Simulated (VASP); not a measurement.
Runs of VASP 6.6.1 on Se. The structure is that of space group Fm-3m (No. 225), or close to it. The cells are those of the table. 

```tsv
task	cell	k mesh	cutoff (eV)	gap on the mesh (eV)	pressure (GPa)
single point	a = 3.231 Å, angles 60.0°, 1 atom	14 × 14 × 14	520	none	-1.6
single point	a = 3.146 Å, angles 60.0°, 1 atom	14 × 14 × 14	520	none	2.4
relaxation of cell and atoms	relaxed from a = 3.136 Å, angles 60.0°, 1 atom	12 × 12 × 12	600	none	0.0
single point	a = 3.272 Å, angles 60.0°, 1 atom	14 × 14 × 14	520	none	(a)
single point	a = 3.189 Å, angles 60.0°, 1 atom	14 × 14 × 14	520	none	0.2
```

Alike in all rows: level BLYP; potentials or basis VASP PAW PBE potentials, release 64 (Se); no spin polarisation; smearing fermi-dirac 0.1 eV.

Task: Estimate the missing entries.

Result: (a) -3.1.

Caveats: the PAW data sets were made with another functional, which shifts forces and pressure a little.

A k mesh can miss the band edges, and the runs leave out spin-orbit coupling on Se.

A gap of «none» marks levels without a gap at the run's occupations.
